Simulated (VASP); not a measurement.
Here is a VASP 6.6.1 calculation.

The input INCAR:

```
PREC     = Accurate       # precision mode
ENCUT    = 600            # plane-wave cutoff, eV
EDIFF    = 1E-6           # SCF threshold, eV
ISMEAR   = 0              # smearing method
SIGMA    = 0.1            # smearing width, eV
LREAL    = F              # projectors in reciprocal space
LASPH    = T              # aspherical terms in the spheres
NELM     = 80             # most SCF steps
ALGO     = Normal         # electronic algorithm
ISIF     = 3              # what is computed and relaxed
LWAVE    = F              # write WAVECAR
LCHARG   = F              # write CHGCAR
GGA      = PE             # functional
IBRION   = 2              # ionic algorithm
NSW      = 90             # ionic steps
EDIFFG   = -0.04          # ionic threshold
```

The input KPOINTS:

```
Automatic mesh
0
Gamma
  4 4 6
```

POSCAR

```
P4C
1.0
    3.5467414700     -3.7243247100      0.0000000000
    3.5467414700      3.7243247100      0.0000000000
    0.0000000000      0.0000000000      3.1848655800
P C
4 1
Direct
    0.8105999900      0.1894000100      0.5000000000
    0.1894000100      0.8105999900      0.5000000000
    0.2852000000      0.2852000000      0.0000000000
    0.7148000000      0.7148000000      0.0000000000
    0.0000000000      0.0000000000      0.0000000000
```

Potentials or basis: VASP PAW PBE potentials, release 64 (P, C).

The run is started by

```bash
$ cat potpaw_PBE.64/P/POTCAR potpaw_PBE.64/C/POTCAR > POTCAR
$ mpirun -np 1 vasp_std > vasp.out
```

(1) Estimate the relaxed cell.

(2) Predict the space group after relaxing (to 0.1 Å).

## Answers

(1) a = 5.317 Å, b = 5.317 Å, c = 3.576 Å, α = 90.00°, β = 90.00°, γ = 110.80°.

(2) Cmmm (No. 65).
